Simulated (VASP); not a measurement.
# Ce2O (antifluorite type): single point with PBE

Crystal: Ce2O (antifluorite type).

```
CELL_PARAMETERS angstrom
0.00000 2.99729 2.99729
2.99729 0.00000 2.99729
2.99729 2.99729 0.00000
ATOMIC_POSITIONS crystal
Ce 0.25000 0.25000 0.25000
Ce 0.75000 0.75000 0.75000
O 0.00000 0.00000 0.00000
```

* Program: VASP 6.6.1
* Task: single point
* Functional: PBE
* Potentials or basis: VASP PAW PBE potentials, release 64 (Ce, O)
* Cutoff: 520 eV
* k mesh: 16 × 16 × 16
* Occupations: fermi-dirac, width 0.0612256 eV
* Spin: no spin polarisation

```
Pressure               : 4.0 GPa
Band gap on the k mesh : zero (bands 15 and 16 overlap by 0.09 eV)
```

Levels at points of the mesh, in eV from the Fermi level:
```tsv
k point	band 12	band 13	band 14	band 15	band 16	band 17	band 18	band 19
(0.00, 0.00, 0.00)	-6.60	-2.18	-2.18	-1.58	0.50	0.50	0.50	0.55
(0.50, 0.00, 0.00)	-4.94	-1.16	-0.27	-0.27	0.31	0.31	0.31	0.31
(0.50, 0.50, 0.00)	-4.96	-2.57	-0.95	-0.15	0.22	0.22	0.25	0.48
```

Run time: 4.9 min on 1 thread of AMD EPYC 7R43 64-Core Processor (Zen 3), with other jobs on the host, peak memory 0.28 GiB.

Caveat: the cell stands under pressure; spin-orbit coupling is left out, which moves the levels of the heavy elements; the run has no spin polarisation, though such a crystal can be magnetic; semilocal functionals describe open f shells poorly, which spoils levels, moments and volumes. Spin polarisation is off, so any magnetic state and its effect on volume and gap are missing.
